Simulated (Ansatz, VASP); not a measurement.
ZnS: VASP beside Ansatz

```
CELL_PARAMETERS angstrom
2.71833 2.71833 0.00000
-2.71833 2.71833 0.00000
0.00000 2.71833 2.71833
ATOMIC_POSITIONS crystal
Zn 0.75000 0.25000 0.50000
S 0.00000 0.00000 0.00000
```

Alike in both runs: task single point; functional r2SCAN; k mesh 8 × 8 × 8; no spin polarisation.

|  | VASP | Ansatz |
| --- | --- | --- |
| version | VASP 6.6.1 | Ansatz 0.2.0 |
| potentials or method | VASP PAW PBE potentials, release 64 (Zn, S) | PAW with Ansatz's default frozen-core files, scalar-relativistic |
| plane-wave cutoff (eV) | 520 | 500 |
| occupations | gaussian, width 0.01 eV | fixed |
| valence electrons in the cell | 18 | 18 |

|  | VASP | Ansatz | Ansatz less VASP |
| --- | --- | --- | --- |
| gap on the k mesh at the Fermi level (eV) | 2.59 | 2.58 | -0.008 |
| pressure (GPa) | -1.9 | -2.0 | -0.03 |

VASP's potentials were made for PBE, not for r2SCAN.
